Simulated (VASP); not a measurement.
# Tl (P6_3/mmc) in VASP: further runs

Tl is run at these levels: PBE; tasks: single point, relaxation of cell and atoms.

Everything below comes from runs of VASP 6.6.1. Logs are shortened: lines on timing, memory, paths and dates and some standing lists are left out, and cuts for length are marked.

## Step 1: The cell of the first run

The structure is hexagonal, space group P6_3/mmc (No. 194). Conventional cell: a = 3.612 Å, b = 3.612 Å, c = 5.565 Å, α = 90.00°, β = 90.00°, γ = 120.00°. Tl (site symmetry -6m2) has 12 Tl at 3.48 to 3.61 Å within 4.6 Å.

## Step 2: Single point, PBE

Input file INCAR:

```
SYSTEM = Tl
  PREC = Accurate
  ENCUT = 520
  EDIFF = 1E-7
  ISMEAR = 0
  SIGMA = 0.1
  LREAL = .FALSE.
  LASPH = .TRUE.
  NELM = 100
  ALGO = Fast
  ISIF = 2
  LWAVE = .FALSE.
  LCHARG = .FALSE.
  GGA = PE
  NBANDS = 20
```

Input file KPOINTS:

```
regular mesh
0
G
  15 15 8
  0 0 0
```

Input file POSCAR:

```
Tl
1.0
    3.6124297298      0.0000000000      0.0000000000
   -1.8062148649      3.1284559154      0.0000000000
    0.0000000000      0.0000000000      5.5652681638
Tl
2
Direct
    0.3333333333      0.6666666667      0.7500000000
    0.6666666667      0.3333333333      0.2500000000
```

Potentials or basis: VASP PAW PBE potentials, release 64 (Tl_d).

Launch:

```console
$ cat potpaw_PBE.64/Tl_d/POTCAR > POTCAR
$ mpirun -np 1 vasp_std > vasp.out
```

OUTCAR:

```text
SYSTEM = Tl
   PREC = Accurate
   ENCUT = 520
   EDIFF = 1E-7
   ISMEAR = 0
   LREAL = .FALSE.
   LASPH = .TRUE.
   NELM = 100
   ISIF = 2
   GGA = PE

 ion  position               nearest neighbor table
   1  0.333  0.667  0.750-   2 3.48   2 3.48   2 3.48   2 3.48   2 3.48   2 3.48
   2  0.667  0.333  0.250-   1 3.48   1 3.48   1 3.48   1 3.48   1 3.48   1 3.48

  LATTYP: Found a hexagonal cell.
 ALAT       =     3.6124297298
 C/A-ratio  =     1.5405886287

  Lattice vectors:

 A1 = (   3.6124297298,   0.0000000000,   0.0000000000)
 A2 = (  -1.8062148649,   3.1284559154,   0.0000000000)
 A3 = (   0.0000000000,   0.0000000000,   5.5652681638)

Analysis of symmetry for initial positions (statically):
=====================================================================
 Subroutine PRICEL returns:
 Original cell was already a primitive cell.

 Routine SETGRP: Setting up the symmetry group for a
 hexagonal supercell.

 Subroutine GETGRP returns: Found 24 space group operations
 (whereof 12 operations were pure point group operations)
 out of a pool of 24 trial point group operations.

The static configuration has the point symmetry D_3d.
 The point group associated with its full space group is D_6h.

Analysis of symmetry for dynamics (positions and initial velocities):
=====================================================================
 Subroutine PRICEL returns:
 Original cell was already a primitive cell.

 Routine SETGRP: Setting up the symmetry group for a
 hexagonal supercell.

 Subroutine GETGRP returns: Found 24 space group operations
 (whereof 12 operations were pure point group operations)
 out of a pool of 24 trial point group operations.

The dynamic configuration has the point symmetry D_3d.
 The point group associated with its full space group is D_6h.

 Subroutine INISYM returns: Found 24 space group operations
 (whereof 12 operations are pure point group operations),
 and found     1 'primitive' translations

----------------------------------------------------------------------------------------

                                     Primitive cell

  volume of cell :      62.8949

  direct lattice vectors                    reciprocal lattice vectors
     3.612429730  0.000000000  0.000000000     0.276821994  0.159823253  0.000000000
    -1.806214865  3.128455915  0.000000000     0.000000000  0.319646505  0.000000000
     0.000000000  0.000000000  5.565268164     0.000000000  0.000000000  0.179685861

  length of vectors
     3.612429730  3.612429730  5.565268164     0.319646505  0.319646505  0.179685861

  position of ions in fractional coordinates (direct lattice)
     0.333333333  0.666666667  0.750000000
     0.666666667  0.333333333  0.250000000

  ion indices of the primitive-cell ions
   primitive index   ion index
                 1           1
                 2           2

----------------------------------------------------------------------------------------

 KPOINTS: regular mesh

Automatic generation of k-mesh.
 Grid dimensions read from file:
 generate k-points for:   15   15    8

 Generating k-lattice:

  Cartesian coordinates                     Fractional coordinates (reciprocal lattice)
     0.018454800  0.010654884  0.000000000     0.066666667  0.000000000  0.000000000
     0.000000000  0.021309767  0.000000000     0.000000000  0.066666667  0.000000000
     0.000000000  0.000000000  0.022460733     0.000000000  0.000000000  0.125000000

  Length of vectors
     0.021309767  0.021309767  0.022460733

  Shift w.r.t. Gamma in fractional coordinates (k-lattice)
     0.000000000  0.000000000  0.000000000

 Subroutine IBZKPT returns following result:
 ===========================================

 Found    135 irreducible k-points:

 Following reciprocal coordinates:
            Coordinates               Weight
  0.000000  0.000000  0.000000      1.000000
  0.066667 -0.000000  0.000000      6.000000
  0.133333  0.000000  0.000000      6.000000
  0.200000  0.000000  0.000000      6.000000
  0.266667  0.000000  0.000000      6.000000
  0.333333  0.000000  0.000000      6.000000
[... 16 lines left out ...]
  0.333333  0.200000  0.000000     12.000000
  0.400000  0.200000  0.000000      6.000000
 [... further k-points ...]
   k-points           NKPTS =    135   k-points in BZ     NKDIM =    135   number of bands    NBANDS=     20
   number of dos      NEDOS =    301   number of ions     NIONS =      2
   total plane-waves  NPLWV =  32928
   dimension x,y,z NGX =    28 NGY =   28 NGZ =   42
   dimension x,y,z NGXF=    56 NGYF=   56 NGZF=   84
   ions per type =               2
   NGX,Y,Z   is equivalent  to a cutoff of  12.89, 12.89, 12.55 a.u.
   NGXF,Y,Z  is equivalent  to a cutoff of  25.77, 25.77, 25.09 a.u.
 SYSTEM =  Tl
   PREC   = accura    normal or accurate (medium, high low for compatibility)
   ISTART =      0    job   : 0-new  1-cont  2-samecut
   ICHARG =      2    charge: 1-file 2-atom 10-const
   ISPIN  =      1    spin polarized calculation?
   LNONCOLLINEAR =      F non collinear calculations
   LSORBIT =      F    spin-orbit coupling
   LASPH  =      T    aspherical Exc in radial PAW
   ENCUT  =  520.0 eV  38.22 Ry    6.18 a.u.   6.72  6.72 10.35*2*pi/ulx,y,z
   NELM   =    100;   NELMIN=  2; NELMDL= -5     # of ELM steps
   EDIFF  = 0.1E-06   stopping-criterion for ELM
   LREAL  =      F    real-space projection
   EDIFFG = 0.1E-05   stopping-criterion for IOM
   NSW    =      0    number of steps for IOM
   IBRION =     -1    ionic relax: 0-MD 1-quasi-New 2-CG
   NFREE  =      0    steps in history (QN), initial steepest desc. (CG)
   ISIF   =      2    stress and relaxation
   ISYM   =      2    0-nonsym 1-usesym 2-fastsym
   POTIM  = 0.5000    time-step for ionic-motion
   TEBEG  =    0.0;   TEEND  =   0.0 temperature during run
   PSTRESS=    0.0 pullay stress
   NELECT =      26.0000    total number of electrons
   NUPDOWN=      -1.0000    fix difference up-down
   EMIN   =  10.00;   EMAX   =-10.00  energy-range for DOS
   EFERMI =   0.00;   METHOD = LEGACY
   ISMEAR =     0;   SIGMA  =   0.10  broadening in eV -4-tet -1-fermi 0-gaus
   EFERMI_NEDOS =   21; number of points for ismear=-14 and -15
   IALGO  =     68    algorithm
   IMIX   =      4    mixing-type and parameters
     AMIX     =   0.40;   BMIX     =  1.00
     AMIX_MAG =   1.60;   BMIX_MAG =  1.00
  volume/ion in A,a.u.               =      31.45       212.22
  Fermi-wavevector in a.u.,A,eV,Ry     =   1.219535  2.304586 20.235461  1.487264
  Thomas-Fermi vector in A             =   2.354783
   LORBIT       =      0    0 simple, 1 ext, 2 COOP (PROOUT), +10 PAW based schemes
   GGA     = PE    functional components
   LHFCALC =     F    Hartree Fock is set to
   AEXX    =    0.0000 exact exchange contribution
   IVDW    =     0    specifies the selected vdW correction
   LEPSILON=     F    determine dielectric tensor
   LRPA    =     F    only Hartree local field effects (RPA)
 non-spin polarized calculation
 RMM-DIIS sequential band-by-band and
 Gauss-broadening in eV      SIGMA  =   0.10
  energy-cutoff  :      520.00
  volume of cell :       62.89
 maximum number of plane-waves:      1713
 NGX is ok and might be reduce to    28

 number of electron      26.0000006 magnetization

 Free energy of the ion-electron system (eV)
  ---------------------------------------------------
  ext. energy  EPLUGINS =         0.00000000
  ---------------------------------------------------
  free energy    TOTEN  =        -4.45455769 eV

  energy without entropy =       -4.45106649  energy(sigma->0) =       -4.45281209

 E-fermi :   5.6499     XC(G=0):  -9.7218

 val. band max:        5.5917936016   @ k =   0.2000   0.2000   0.0000
 cond. band min:       5.6617269611   @ k =   0.2667   0.1333   0.0000
 fundamental gap:      0.0699333595
 Fermi energy:         5.6499275329

 k-point     1 :       0.0000    0.0000    0.0000
  band No.  band energies     occupation
      1      -6.0068      2.00000
      2      -5.8318      2.00000
      3      -5.8318      2.00000
      4      -5.8212      2.00000
      5      -5.7863      2.00000
      6      -5.7863      2.00000
[... 12 lines left out ...]
     19      15.4719      0.00000
     20      16.3527      0.00000

 k-point     2 :       0.0667   -0.0000    0.0000
  band No.  band energies     occupation
      1      -5.9974      2.00000
      2      -5.8568      2.00000
      3      -5.8180      2.00000
      4      -5.7937      2.00000
      5      -5.7907      2.00000
      6      -5.7904      2.00000
[... 12 lines left out ...]
     19      16.0189      0.00000
     20      16.1231      0.00000

 k-point     3 :       0.1333    0.0000    0.0000
  band No.  band energies     occupation
      1      -5.9826      2.00000
      2      -5.8771      2.00000
      3      -5.8122      2.00000
      4      -5.8091      2.00000
      5      -5.7861      2.00000
      6      -5.7789      2.00000
[... 12 lines left out ...]
     19      15.3892      0.00000
     20      16.9222      0.00000

 k-point     4 :       0.2000    0.0000    0.0000
  band No.  band energies     occupation
      1      -5.9949      2.00000
      2      -5.8719      2.00000
      3      -5.8474      2.00000
      4      -5.8348      2.00000
      5      -5.7821      2.00000
      6      -5.7209      2.00000
[... 12 lines left out ...]
     19      14.7373      0.00000
     20      16.6425      0.00000

 k-point     5 :       0.2667    0.0000    0.0000
  band No.  band energies     occupation
      1      -6.0298      2.00000
      2      -5.8927      2.00000
      3      -5.8688      2.00000
      4      -5.8624      2.00000
      5      -5.7598      2.00000
      6      -5.6542      2.00000
[... 12 lines left out ...]
     19      14.2802      0.00000
     20      16.0021      0.00000

 k-point     6 :       0.3333    0.0000    0.0000
  band No.  band energies     occupation
      1      -6.0668      2.00000
      2      -5.9402      2.00000
      3      -5.8871      2.00000
      4      -5.8817      2.00000
      5      -5.7265      2.00000
      6      -5.6436      2.00000
[... 12 lines left out ...]
     19      13.8165      0.00000
     20      15.5243      0.00000

 k-point     7 :       0.4000    0.0000    0.0000
  band No.  band energies     occupation
      1      -6.0958      2.00000
      2      -5.9792      2.00000
      3      -5.9056      2.00000
      4      -5.8971      2.00000
      5      -5.6992      2.00000
      6      -5.6664      2.00000
[... 12 lines left out ...]
     19      13.4640      0.00000
     20      15.2053      0.00000
[... 277 lines left out ...]
 k-point    20 :       0.4000    0.1333    0.0000
  band No.  band energies     occupation
      1      -6.0514      2.00000
      2      -6.0313      2.00000
      3      -5.8794      2.00000
      4      -5.8706      2.00000
      5      -5.6959      2.00000
      6      -5.6805      2.00000
[... 12 lines left out ...]
     19      13.7322      0.00000
     20      14.9728      0.00000

 k-point    21 :       0.2000    0.2000    0.0000
  band No.  band energies     occupation
      1      -5.9723      2.00000
      2      -5.9414      2.00000
      3      -5.9361      2.00000
      4      -5.8594      2.00000
      5      -5.7069      2.00000
      6      -5.6555      2.00000
[... 12 lines left out ...]
     19      13.8551      0.00000
     20      16.7167      0.00000

 k-point    22 :       0.2667    0.2000    0.0000
  band No.  band energies     occupation
      1      -6.0151      2.00000
      2      -5.9640      2.00000
      3      -5.8954      2.00000
      4      -5.8576      2.00000
      5      -5.6866      2.00000
      6      -5.6865      2.00000
[... 12 lines left out ...]
     19      13.2723      0.00000
     20      16.7488      0.00000

 k-point    23 :       0.3333    0.2000    0.0000
  band No.  band energies     occupation
      1      -6.0439      2.00000
      2      -5.9811      2.00000
      3      -5.8601      2.00000
      4      -5.8523      2.00000
      5      -5.7110      2.00000
      6      -5.6742      2.00000
[... 12 lines left out ...]
     19      12.9579      0.00000
     20      16.6091      0.00000

 k-point    24 :       0.4000    0.2000    0.0000
  band No.  band energies     occupation
      1      -6.0541      2.00000
      2      -5.9872      2.00000
      3      -5.8493      2.00000
      4      -5.8463      2.00000
      5      -5.7208      2.00000
      6      -5.6617      2.00000
[... 12 lines left out ...]
     19      12.8589      0.00000
     20      16.5581      0.00000

 [... further k-points ...]

------------------------ aborting loop because EDIFF is reached ----------------------------------------

  FORCE on cell =-STRESS in cart. coord.  units (eV):
  Direction    XX          YY          ZZ          XY          YZ          ZX
  --------------------------------------------------------------------------------------
  -------------------------------------------------------------------------------------
  Total       -0.0309776     -0.0309776     -0.0269916      0.0000000      0.0000000     -0.0000000
  in kB       -0.7891204     -0.7891204     -0.6875806      0.0000000      0.0000000     -0.0000000
  external PRESSURE =      -0.7552738 kB  Pullay stress =       0.0000000 kB

 VOLUME and BASIS-vectors are now :
 -----------------------------------------------------------------------------
  energy-cutoff  :      520.00
  volume of cell :       62.89
      direct lattice vectors                 reciprocal lattice vectors
     3.612429730  0.000000000  0.000000000     0.276821994  0.159823253  0.000000000
    -1.806214865  3.128455915  0.000000000     0.000000000  0.319646505  0.000000000
     0.000000000  0.000000000  5.565268164     0.000000000  0.000000000  0.179685861

 POSITION                                       TOTAL-FORCE (eV/Angst)
 -----------------------------------------------------------------------------------
     -0.00000      2.08564      4.17395         0.000000     -0.000000      0.000000
      1.80621      1.04282      1.39132        -0.000000      0.000000      0.000000
 -----------------------------------------------------------------------------------
    total drift:                               -0.000000      0.000000     -0.000000

  FREE ENERGIE OF THE ION-ELECTRON SYSTEM (eV)
  ---------------------------------------------------
  free  energy   TOTEN  =        -4.4545576888 eV

  energy  without entropy=       -4.4510664863  energy(sigma->0) =       -4.45281209
```

Wall time 3 min (1 thread of Intel Xeon 8259CL, shared host); peak memory 0.27 GiB.

Results:

```yaml
Free_energy: -4.4546 eV
Pressure: -0.1 GPa
Band_gap_on_the_k_mesh: zero (bands 13 and 14 overlap by 5.44 eV)
```

Caveat: spin-orbit coupling is left out, which moves the levels of the heavy elements.

## Step 3: Relaxation of cell and atoms, PBE

Input file INCAR:

```
PREC = Accurate
ENCUT = 600
EDIFF = 1E-6
ISMEAR = 0
SIGMA = 0.1
LREAL = False
LASPH = True
NELM = 60
ALGO = Fast
ISIF = 3
LWAVE = False
LCHARG = False
GGA = PE
IBRION = 2
NSW = 100
EDIFFG = -0.005
```

Input file KPOINTS:

```
Automatic mesh
0
Gamma
  15 15 8
```

POSCAR is that of step 2.

Potentials or basis: VASP PAW PBE potentials, release 64 (Tl_d).

Launch:

```console
$ cat potpaw_PBE.64/Tl_d/POTCAR > POTCAR
$ mpirun -np 1 vasp_std > vasp.out
```

Run time: 5.2 min. Hardware: 1 thread of Intel Xeon 8259CL, shared host; peak memory 0.31 GiB.

Results (log left out):

* Free energy: -4.4546 eV
* Relaxed volume: 31.42 Å³/atom
* Relaxed cell: a = 3.611 Å, b = 3.611 Å, c = 5.564 Å, α = 90.00°, β = 90.00°, γ = 120.00°
* Space group after relaxing (to 0.1 Å): P6_3/mmc (No. 194)
* Energy gained by relaxing: 0.0 meV/atom
* Ionic steps: 2
* Pressure after relaxing: 0.0 GPa
* Band gap on the k mesh: zero (bands 13 and 14 overlap by 5.45 eV)

Final structure:
```yaml
crystal:
  lattice:
    - [3.61108, 0.00000, 0.00000]
    - [-1.80554, 3.12728, 0.00000]
    - [0.00000, 0.00000, 5.56372]
  atoms:
    - { symbol: Tl, position: [0.33333, 0.66667, 0.75000] }
    - { symbol: Tl, position: [0.66667, 0.33333, 0.25000] }
```

Levels at points of the mesh, in eV from the Fermi level:
```tsv
k point	band 10	band 11	band 12	band 13	band 14	band 15	band 16	band 17
(0.00, 0.00, 0.00)	-11.13	-9.47	-4.85	-2.38	6.93	6.93	8.92	8.92
(0.00, 0.00, 0.50)	-11.21	-8.10	-8.10	3.49	3.49	7.89	7.89	7.89
```

Caveat: spin-orbit coupling is left out, which moves the levels of the heavy elements.

## Step 4: Single point, PBE

This run uses another cell than the first one, of the same volume but with other edges.

Input file INCAR:

```
PREC = Accurate
ENCUT = 520
EDIFF = 1E-6
ISMEAR = 0
SIGMA = 0.1
LREAL = False
LASPH = True
NELM = 60
ALGO = Fast
ISIF = 2
LWAVE = False
LCHARG = True
GGA = PE
LELF = True
LVHAR = True
NBANDS = 20
ISYM = 0
```

Input file KPOINTS:

```
regular mesh
0
Gamma
  10 6 13
```

Input file POSCAR:

```
Tl
1.0
    3.6124297298      0.0000000000      0.0000000000
   -1.8062148649      6.3843125041      0.0000000000
    1.8062148649      1.5330133681      2.7271058703
Tl
2
Direct
    0.5833333333      0.2500000000      0.0833333333
    0.4166666667      0.7500000000      0.9166666667
```

Launch:

```console
$ cat potpaw_PBE.64/Tl_d/POTCAR > POTCAR
$ mpirun -np 1 vasp_std > vasp.out
```

Run time: 7.8 min. Hardware: 1 thread of Intel Xeon 8259CL, shared host; peak memory 0.5 GiB.

Results (log left out):

```
Free energy            : -4.4564 eV
Pressure               : 0.0 GPa
Largest force          : 0.008 eV/Å
Band gap on the k mesh : zero (bands 13 and 14 overlap by 5.49 eV)
```

Forces on the atoms (eV/Å):
```
Tl  -0.007 -0.003 -0.002
Tl   0.007  0.003  0.002
```

Stress tensor (GPa, compression positive):
```
-0.33  0.04 -0.16
 0.04  0.23 -0.20
-0.16 -0.20 -0.01
```

Levels at points of the mesh, in eV from the Fermi level:
| k point | band 10 | band 11 | band 12 | band 13 | band 14 | band 15 | band 16 | band 17 |
| --- | --- | --- | --- | --- | --- | --- | --- | --- |
| (0.00, 0.00, 0.00) | -11.11 | -9.45 | -4.84 | -2.36 | 6.93 | 6.94 | 8.92 | 8.92 |
| (0.50, 0.00, 0.00) | -11.10 | -4.87 | -4.87 | -1.99 | -1.99 | 5.01 | 5.01 | 5.86 |
| (0.00, 0.50, 0.00) | -11.20 | -8.09 | -8.09 | 3.50 | 3.50 | 7.89 | 7.89 | 7.90 |
| (0.50, 0.50, 0.00) | -11.06 | -5.86 | -4.70 | -0.63 | 0.77 | 1.34 | 3.40 | 3.65 |

Caveat: spin-orbit coupling is left out, which moves the levels of the heavy elements.

## Step 5: Summary

```tsv
task	cell	k mesh	cutoff (eV)	gap on the mesh (eV)	pressure (GPa)
single point	a = 3.612, b = 3.612, c = 5.565 Å, angles 90.0, 90.0, 120.0°, 2 atoms, atomic positions A	15 × 15 × 8	520	none	-0.1
relaxation of cell and atoms	relaxed from a = 3.612, b = 3.612, c = 5.565 Å, angles 90.0, 90.0, 120.0°, 2 atoms, atomic positions A	15 × 15 × 8	600	none	0.0
single point	a = 3.612, b = 6.635 Å, angles 74.2, 60.0, 105.8°, 2 atoms, atomic positions B	10 × 6 × 13	520	none	0.0
```

Alike in all rows: level PBE; potentials or basis VASP PAW PBE potentials, release 64 (Tl_d); no spin polarisation; smearing gaussian 0.1 eV.

Caveats: spin-orbit coupling is left out, which moves the levels of the heavy elements.

Absolute energies hang on the potentials; compare differences alone.
